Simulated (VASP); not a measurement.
Here is a VASP 6.6.1 calculation.

File INCAR:

```
SYSTEM = Al
PREC = Accurate
ENCUT = 500
EDIFF = 1E-6
ISMEAR = -1
SIGMA = 0.05
LREAL = .False.
LASPH = .True.
NELM = 120
ALGO = Normal
ISIF = 2
LWAVE = .False.
LCHARG = .True.
GGA = PS
LELF = .True.
LVHAR = .True.
NBANDS = 8
GGA_COMPAT = .False.
```

KPOINTS

```
regular mesh
0
Gamma
  17 17 17
  0 0 0
```

The input POSCAR:

```
Al
1.0
    0.0000000000      2.0073479706      2.0073479706
    2.0073479706      0.0000000000      2.0073479706
    2.0073479706      2.0073479706      0.0000000000
Al
1
Direct
    0.0000000000      0.0000000000      0.0000000000
```

Potentials or basis: VASP PAW PBE potentials, release 64 (Al).

Run with:

```sh
$ cat potpaw_PBE.64/Al/POTCAR > POTCAR
$ mpirun -np 1 vasp_std > vasp.out
```

(1) Estimate the pressure.

Results:

(1) 0.0 GPa.

Caveat: the PAW data sets were made with another functional, which shifts forces and pressure a little.
